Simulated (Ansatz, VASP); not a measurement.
One calculation of BAs, two programs

```xyz
2
Lattice="0.0000 2.4044 2.4044 2.4044 0.0000 2.4044 2.4044 2.4044 0.0000" Properties=species:S:1:pos:R:3 pbc="T T T"
B     0.0000    0.0000    0.0000
As    1.2022    1.2022    1.2022
```

Alike in both runs: functional PBE; k mesh 10 × 10 × 10; occupations gaussian, width 0.02 eV; no spin polarisation.

Ansatz relaxed the structure, and its values are those at the end. VASP's run is a single point on that final structure, the one shown.

|  | VASP | Ansatz |
| --- | --- | --- |
| version | VASP 6.6.1 | Ansatz 0.2.0 |
| potentials or method | VASP PAW PBE potentials, release 64 (B, As), cutoff 500 eV | scalar-relativistic, all-electron LAPW |

```tsv
	VASP	Ansatz	Ansatz less VASP
gap on the k mesh at the Fermi level (eV)	1.20	1.21	+0.011
least direct gap on the mesh (eV)	3.25	3.26	+0.008
pressure (GPa)	0.6	0.0	-0.63
```

Ansatz ran all-electron here, and VASP with PAW potentials.
